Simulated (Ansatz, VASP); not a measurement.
## Two plane-wave programs on Cu

```
Cu
1.0
     0.00000    1.75882    1.75882
     1.75882    0.00000    1.75882
     1.75882    1.75882    0.00000
Cu
1
Direct
  0.00000 0.00000 0.00000
```

Alike in both runs: task single point; functional LDA; k mesh 15 × 15 × 15; no spin polarisation.

```csv
,VASP,Ansatz
version,VASP 6.6.1,Ansatz 0.2.0
potentials or method,"VASP PAW LDA potentials, release 64 (Cu), cutoff 520 eV","plane waves (420 eV) with PAW, scalar-relativistic"
occupations,"methfessel-paxton of order 1, width 0.01 eV","cold, width 0.01 eV"
valence electrons in the cell,11,19
```

```csv
,VASP,Ansatz,Ansatz less VASP
pressure (GPa),0.7,-0.1,-0.85
```

Ansatz warns that its potentials were made for another functional, while VASP's fit it. LDA's correlation is that of Perdew and Zunger in VASP and of Perdew and Wang (1992) in Ansatz. VASP's potentials hold 11 valence electrons a cell and Ansatz's 19, so a difference there can come from the potentials and not from the codes.
